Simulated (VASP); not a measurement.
# W (Im-3m) in VASP: density of states with PBE

Aim: the density of states of W with PBE.

Program: VASP 6.6.1. These are calculated values, not measurements. Logs are shortened: lines on timing, memory, paths and dates and some standing lists are left out, and cuts for length are marked.

**1. The cell of the first run**

Symmetry: Im-3m, No. 229, cubic system. Conventional cell: a = 3.218 Å, b = 3.218 Å, c = 3.218 Å, α = 90.00°, β = 90.00°, γ = 90.00°. Within 3.7 Å of W (site symmetry m-3m) lie 14 W at 2.79 to 3.22 Å.

**2. Density of states, PBE**

POSCAR reads:

```
W
1.0
   -1.6092320000      1.6092320000      1.6092320000
    1.6092320000     -1.6092320000      1.6092320000
    1.6092320000      1.6092320000     -1.6092320000
W
1
Direct
    0.0000000000      0.0000000000      0.0000000000
```

INCAR.step1 reads:

```
SYSTEM = W
  PREC = Accurate
  ENCUT = 520
  EDIFF = 1E-6
  ISMEAR = -1
  SIGMA = 0.1
  LREAL = .FALSE.
  LASPH = .TRUE.
  NELM = 80
  ALGO = Normal
  ISIF = 2
  LWAVE = .FALSE.
  LCHARG = .TRUE.
  LMAXMIX = 4
  GGA = PE
  NBANDS = 13
```

KPOINTS.step1 reads:

```
regular mesh
0
G
  15 15 15
  0 0 0
```

INCAR.step2 reads:

```
SYSTEM = W
  PREC = Accurate
  ENCUT = 520
  EDIFF = 1E-6
  ISMEAR = -5
  SIGMA = 0.1
  LREAL = .FALSE.
  LASPH = .TRUE.
  NELM = 80
  ALGO = Normal
  ISIF = 2
  LWAVE = .FALSE.
  LCHARG = .FALSE.
  LMAXMIX = 4
  GGA = PE
  LORBIT = 10
  NBANDS = 13
  NEDOS = 1001
  ICHARG = 11
```

KPOINTS.step2 reads:

```
regular mesh
0
G
  23 23 23
  0 0 0
```

Potentials or basis: VASP PAW PBE potentials, release 64 (W_sv).

Launch:

```console
cat potpaw_PBE.64/W_sv/POTCAR > POTCAR
cp INCAR.step1 INCAR
cp KPOINTS.step1 KPOINTS
mpirun -np 1 vasp_std > vasp.out
cp INCAR.step2 INCAR
cp KPOINTS.step2 KPOINTS
mpirun -np 1 vasp_std > vasp.out
```

OUTCAR:

```text
SYSTEM = W
   PREC = Accurate
   ENCUT = 520
   EDIFF = 1E-6
   ISMEAR = -5
   LREAL = .FALSE.
   LASPH = .TRUE.
   NELM = 80
   ISIF = 2
   GGA = PE
   LORBIT = 10
   ICHARG = 11

 ion  position               nearest neighbor table
   1  0.000  0.000  0.000-

  LATTYP: Found a body centered cubic cell.
 ALAT       =     3.2184640000

  Lattice vectors:

 A1 = (  -1.6092320000,   1.6092320000,   1.6092320000)
 A2 = (   1.6092320000,  -1.6092320000,   1.6092320000)
 A3 = (   1.6092320000,   1.6092320000,  -1.6092320000)

Analysis of symmetry for initial positions (statically):
=====================================================================
 Subroutine PRICEL returns:
 Original cell was already a primitive cell.

 Routine SETGRP: Setting up the symmetry group for a
 body centered cubic supercell.

 Subroutine GETGRP returns: Found 48 space group operations
 (whereof 48 operations were pure point group operations)
 out of a pool of 48 trial point group operations.

The static configuration has the point symmetry O_h .

Analysis of symmetry for dynamics (positions and initial velocities):
=====================================================================
 Subroutine PRICEL returns:
 Original cell was already a primitive cell.

 Routine SETGRP: Setting up the symmetry group for a
 body centered cubic supercell.

 Subroutine GETGRP returns: Found 48 space group operations
 (whereof 48 operations were pure point group operations)
 out of a pool of 48 trial point group operations.

The dynamic configuration has the point symmetry O_h .

 Subroutine INISYM returns: Found 48 space group operations
 (whereof 48 operations are pure point group operations),
 and found     1 'primitive' translations

----------------------------------------------------------------------------------------

                                     Primitive cell

  volume of cell :      16.6692

  direct lattice vectors                    reciprocal lattice vectors
    -1.609232000  1.609232000  1.609232000     0.000000000  0.310707219  0.310707219
     1.609232000 -1.609232000  1.609232000     0.310707219  0.000000000  0.310707219
     1.609232000  1.609232000 -1.609232000     0.310707219  0.310707219  0.000000000

  length of vectors
     2.787271585  2.787271585  2.787271585     0.439406364  0.439406364  0.439406364

  position of ions in fractional coordinates (direct lattice)
     0.000000000  0.000000000  0.000000000

  ion indices of the primitive-cell ions
   primitive index   ion index
                 1           1

----------------------------------------------------------------------------------------

 KPOINTS: regular mesh

Automatic generation of k-mesh.
 Grid dimensions read from file:
 generate k-points for:   23   23   23

 Generating k-lattice:

  Cartesian coordinates                     Fractional coordinates (reciprocal lattice)
     0.000000000  0.013509010  0.013509010     0.043478261  0.000000000  0.000000000
     0.013509010  0.000000000  0.013509010     0.000000000  0.043478261  0.000000000
     0.013509010  0.013509010  0.000000000     0.000000000  0.000000000  0.043478261

  Length of vectors
     0.019104625  0.019104625  0.019104625

  Shift w.r.t. Gamma in fractional coordinates (k-lattice)
     0.000000000  0.000000000  0.000000000

 TETIRR: Found  14515 inequivalent tetrahedra from    73002

 Subroutine IBZKPT returns following result:
 ===========================================

 Found    364 irreducible k-points:

 Following reciprocal coordinates:
            Coordinates               Weight
  0.000000  0.000000  0.000000      1.000000
  0.043478  0.000000  0.000000     12.000000
  0.086957  0.000000  0.000000     12.000000
  0.130435  0.000000  0.000000     12.000000
  0.173913  0.000000  0.000000     12.000000
  0.217391  0.000000  0.000000     12.000000
[... 16 lines left out ...]
  0.478261  0.043478  0.000000     24.000000
  0.086957  0.086957  0.000000     24.000000
 [... further k-points ...]
   k-points           NKPTS =    364   k-points in BZ     NKDIM =    364   number of bands    NBANDS=     13
   number of dos      NEDOS =   1001   number of ions     NIONS =      1
   total plane-waves  NPLWV =  13824
   dimension x,y,z NGX =    24 NGY =   24 NGZ =   24
   dimension x,y,z NGXF=    48 NGYF=   48 NGZF=   48
   ions per type =               1
   NGX,Y,Z   is equivalent  to a cutoff of  14.31, 14.31, 14.31 a.u.
   NGXF,Y,Z  is equivalent  to a cutoff of  28.63, 28.63, 28.63 a.u.
 SYSTEM =  W
   PREC   = accura    normal or accurate (medium, high low for compatibility)
   ISTART =      0    job   : 0-new  1-cont  2-samecut
   ICHARG =     11    charge: 1-file 2-atom 10-const
   ISPIN  =      1    spin polarized calculation?
   LNONCOLLINEAR =      F non collinear calculations
   LSORBIT =      F    spin-orbit coupling
   LASPH  =      T    aspherical Exc in radial PAW
   ENCUT  =  520.0 eV  38.22 Ry    6.18 a.u.   5.18  5.18  5.18*2*pi/ulx,y,z
   NELM   =     80;   NELMIN=  2; NELMDL=  0     # of ELM steps
   EDIFF  = 0.1E-05   stopping-criterion for ELM
   LREAL  =      F    real-space projection
   EDIFFG = 0.1E-04   stopping-criterion for IOM
   NSW    =      0    number of steps for IOM
   IBRION =     -1    ionic relax: 0-MD 1-quasi-New 2-CG
   NFREE  =      0    steps in history (QN), initial steepest desc. (CG)
   ISIF   =      2    stress and relaxation
   ISYM   =      2    0-nonsym 1-usesym 2-fastsym
   POTIM  = 0.5000    time-step for ionic-motion
   TEBEG  =    0.0;   TEEND  =   0.0 temperature during run
   PSTRESS=    0.0 pullay stress
   NELECT =      14.0000    total number of electrons
   NUPDOWN=      -1.0000    fix difference up-down
   EMIN   =  10.00;   EMAX   =-10.00  energy-range for DOS
   EFERMI =   0.00;   METHOD = LEGACY
   ISMEAR =    -5;   SIGMA  =   0.10  broadening in eV -4-tet -1-fermi 0-gaus
   EFERMI_NEDOS =   21; number of points for ismear=-14 and -15
   IALGO  =     38    algorithm
   IMIX   =      4    mixing-type and parameters
     AMIX     =   0.40;   BMIX     =  1.00
     AMIX_MAG =   1.60;   BMIX_MAG =  1.00
  volume/ion in A,a.u.               =      16.67       112.49
  Fermi-wavevector in a.u.,A,eV,Ry     =   1.544586  2.918845 32.460057  2.385747
  Thomas-Fermi vector in A             =   2.650086
   LORBIT       =     10    0 simple, 1 ext, 2 COOP (PROOUT), +10 PAW based schemes
   GGA     = PE    functional components
   LHFCALC =     F    Hartree Fock is set to
   AEXX    =    0.0000 exact exchange contribution
   IVDW    =     0    specifies the selected vdW correction
   LEPSILON=     F    determine dielectric tensor
   LRPA    =     F    only Hartree local field effects (RPA)
 non-spin polarized calculation
 Fermi weights with tetrahedron method with Bloechl corrections
  energy-cutoff  :      520.00
  volume of cell :       16.67
 maximum number of plane-waves:       466
 NGX is ok and might be reduce to    24

 number of electron      14.0000000 magnetization

 Free energy of the ion-electron system (eV)
  ---------------------------------------------------
  ext. energy  EPLUGINS =         0.00000000
  ---------------------------------------------------
  free energy    TOTEN  =       -12.94085163 eV

  energy without entropy =      -12.94085163  energy(sigma->0) =      -12.94085163

 E-fermi :  10.7506     XC(G=0): -13.3585

 val. band max:       10.8212942509   @ k =   0.4348   0.0435   0.0000
 cond. band min:      10.6899799935   @ k =  -0.1739   0.1739   0.1304
 fundamental gap:     -0.1313142574
 Fermi energy:        10.7506404964

 k-point     1 :       0.0000    0.0000    0.0000
  band No.  band energies     occupation
      1     -63.5272      2.00000
      2     -27.1569      2.00000
      3     -27.1569      2.00000
      4     -27.1569      2.00000
      5       1.3732      2.00000
      6       9.5792      2.00000
      7       9.5792      2.00000
      8       9.5792      2.00000
      9      12.8698      0.00000
     10      12.8698      0.00000
     11      25.1292      0.00000
     12      25.1292      0.00000
     13      25.1292      0.00000

 k-point     2 :       0.0435    0.0000    0.0000
  band No.  band energies     occupation
      1     -63.5252      2.00000
      2     -27.1785      2.00000
      3     -27.1637      2.00000
      4     -27.1569      2.00000
      5       1.4598      2.00000
      6       9.5269      2.00000
      7       9.5684      2.00000
      8       9.6619      2.00000
      9      12.7850      0.00000
     10      12.8704      0.00000
     11      25.2028      0.00000
     12      25.2770      0.00000
     13      25.3368      0.00000

 k-point     3 :       0.0870    0.0000    0.0000
  band No.  band energies     occupation
      1     -63.5195      2.00000
      2     -27.2416      2.00000
      3     -27.1837      2.00000
      4     -27.1572      2.00000
      5       1.7145      2.00000
      6       9.3776      2.00000
      7       9.5258      2.00000
      8       9.9085      2.00000
      9      12.5756      0.00000
     10      12.8748      0.00000
     11      25.4010      0.00000
     12      25.7120      0.00000
     13      25.9006      0.00000
[... 305 lines left out ...]
 k-point    23 :       0.4783    0.0435    0.0000
  band No.  band energies     occupation
      1     -63.4197      2.00000
      2     -28.2391      2.00000
      3     -27.5205      2.00000
      4     -27.1700      2.00000
      5       4.8365      2.00000
      6       7.4112      2.00000
      7      11.0785     -0.03865
      8      12.7055      0.00000
      9      13.7485      0.00000
     10      16.5364      0.00000
     11      20.9232      0.00000
     12      22.2111      0.00000
     13      26.8004      0.00000

 k-point    24 :       0.0870    0.0870    0.0000
  band No.  band energies     occupation
      1     -63.5051      2.00000
      2     -27.3966      2.00000
      3     -27.2130      2.00000
      4     -27.1777      2.00000
      5       2.3569      2.00000
      6       9.1162      2.00000
      7       9.2326      2.00000
      8      10.6082      1.53637
      9      12.1707      0.00000
     10      12.9815      0.00000
     11      25.8857      0.00000
     12      26.6594      0.00000
     13      26.9645      0.00000

 [... further k-points ...]

------------------------ aborting loop because EDIFF is reached ----------------------------------------

  FORCE on cell =-STRESS in cart. coord.  units (eV):
  Direction    XX          YY          ZZ          XY          YZ          ZX
  --------------------------------------------------------------------------------------
  -------------------------------------------------------------------------------------
  Total       -0.9349030     -0.9349030     -0.9349030     -0.0000000     -0.0000000      0.0000000
  in kB      -89.8589097    -89.8589097    -89.8589097     -0.0000000     -0.0000000      0.0000000
  external PRESSURE =     -89.8589097 kB  Pullay stress =       0.0000000 kB

 VOLUME and BASIS-vectors are now :
 -----------------------------------------------------------------------------
  energy-cutoff  :      520.00
  volume of cell :       16.67
      direct lattice vectors                 reciprocal lattice vectors
    -1.609232000  1.609232000  1.609232000     0.000000000  0.310707219  0.310707219
     1.609232000 -1.609232000  1.609232000     0.310707219  0.000000000  0.310707219
     1.609232000  1.609232000 -1.609232000     0.310707219  0.310707219  0.000000000

 POSITION                                       TOTAL-FORCE (eV/Angst)
 -----------------------------------------------------------------------------------
      0.00000      0.00000      0.00000        -0.000000      0.000000     -0.000000
 -----------------------------------------------------------------------------------
    total drift:                               -0.000000     -0.000000     -0.000000

  FREE ENERGIE OF THE ION-ELECTRON SYSTEM (eV)
  ---------------------------------------------------
  free  energy   TOTEN  =       -12.9408516338 eV

  energy  without entropy=      -12.9408516338  energy(sigma->0) =      -12.94085163

 total charge

# of ion       s       p       d       tot
------------------------------------------
    1        2.388   6.318   3.275  11.982
```

It took 45 s on 1 thread of AMD EPYC 9R45 (Zen 5), shared host; peak memory 0.19 GiB.

Results:

```
Valence electrons inside the program's atomic spheres : W 11.98
```

Levels at points of the mesh, in eV from the Fermi level:
```tsv
k point	band 3	band 4	band 5	band 6	band 7	band 8	band 9	band 10	band 11	band 12
(0.00, 0.00, 0.00)	-37.91	-37.91	-9.38	-1.17	-1.17	-1.17	2.12	2.12	14.38	14.38
```

Caveat: spin-orbit coupling is left out, which moves the levels of the heavy elements; tetrahedron occupations give inexact forces and stress in metals.
